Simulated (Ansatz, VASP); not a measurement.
One calculation of BW3, two programs

INCAR

```
SYSTEM = BW3
PREC = Accurate ; ENCUT = 600
EDIFF = 1E-6 ; ISMEAR = 0
SIGMA = 0.1 ; LREAL = .False.
LASPH = .True. ; NELM = 60
ALGO = Fast ; ISIF = 3
LWAVE = .False. ; LCHARG = .False.
GGA = PE ; IBRION = 2
NSW = 90 ; EDIFFG = -0.04
```

File KPOINTS:

```
regular mesh
0
Gamma
  4 4 4
  0 0 0
```

The input POSCAR:

```
BW3
1.0
    3.9758033600      0.0000000000      0.0000000000
    0.0000000000      3.9758033600      0.0000000000
    0.0000000000      0.0000000000      3.9758033600
B W
1 3
Direct
    0.0000000000      0.0000000000      0.0000000000
    0.5000000000      0.0000000000      0.0000000000
    0.0000000000      0.5000000000      0.0000000000
    0.0000000000      0.0000000000      0.5000000000
```

Input for Ansatz:

```yaml
crystal:
  lattice:
    - [3.97580336, 0.0, 0.0]
    - [0.0, 3.97580336, 0.0]
    - [0.0, 0.0, 3.97580336]
  atoms:
    - { symbol: B, position: [0.0, 0.0, 0.0] }
    - { symbol: W, position: [0.5, 0.0, 0.0] }
    - { symbol: W, position: [0.0, 0.5, 0.0] }
    - { symbol: W, position: [0.0, 0.0, 0.5] }
basis:
  ecutwfc: 420
kpoints:
  mp_grid: { grid: [4, 4, 4] }
hamiltonian:
  xc: pbe
scf:
  occupations: { method: gaussian, width: 0.1 }
  lower_state_search: "off"
output:
  forces: true
  stress: true
  eigenvalues: true
relax:
  adjacent_minimum: "off"
  f_tol: 0.04
  max_steps: 70
  cell: { stress_tol: 0.4 }
```

Alike in both runs: task relaxation of cell and atoms; functional PBE; k mesh 4 × 4 × 4; occupations gaussian, width 0.1 eV; no spin polarisation.

```csv
,VASP,Ansatz
version,VASP 6.6.1,Ansatz 0.2.0
potentials or method,"VASP PAW PBE potentials, release 64 (B, W_sv), cutoff 600 eV","scalar-relativistic, plane waves, PAW"
valence electrons in the cell,45,45
```

|  | VASP | Ansatz | Ansatz less VASP |
| --- | --- | --- | --- |
| gap on the k mesh at the Fermi level, each at its own relaxed structure (eV) | none | none | - |
| relaxed volume (Å³/atom) | 18.01 | 18.01 | -0.001 |
| relaxed cell length with the largest relative difference (Å) | 4.161 | 4.161 | -0.0001 |

A gap of «none» marks a metal or a gap that the smearing closes.

The k mesh is coarse, so the values compare programs but aren't converged. Neither program's run includes spin-orbit coupling.
